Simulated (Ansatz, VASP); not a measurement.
## Two plane-wave programs on CdTe

```
Cd Te
1.0
     0.00000    3.27996    3.27996
     3.27996    0.00000    3.27996
     3.27996    3.27996    0.00000
Cd Te
1 1
Direct
  0.00000 0.00000 0.00000
  0.25000 0.25000 0.25000
```

Alike in both runs: task single point; functional HSE06; k mesh 4 × 4 × 4; no spin polarisation.

|  | VASP | Ansatz |
| --- | --- | --- |
| version | VASP 6.6.1 | Ansatz 0.2.0 |
| potentials or method | VASP PAW PBE potentials, release 64 (Cd, Te) | plane waves, PAW |
| plane-wave cutoff (eV) | 520 | 420 |
| occupations | gaussian, width 0.01 eV | fixed |
| valence electrons in the cell | 18 | 36 |

Ansatz gave:

```
gap on the k mesh at the Fermi level (eV) : 1.53
pressure (GPa)                            : 0.2
```

Task: What did VASP give for the same quantities?

Result: gap on the k mesh at the Fermi level (eV): 1.44; pressure (GPa): 0.2.

VASP's potentials hold 18 valence electrons a cell and Ansatz's 36, so a difference there can come from the potentials and not from the codes. Ansatz's warnings: stress exchange threshold loose, stress scf threshold loose.

Neither program's run includes spin-orbit coupling.
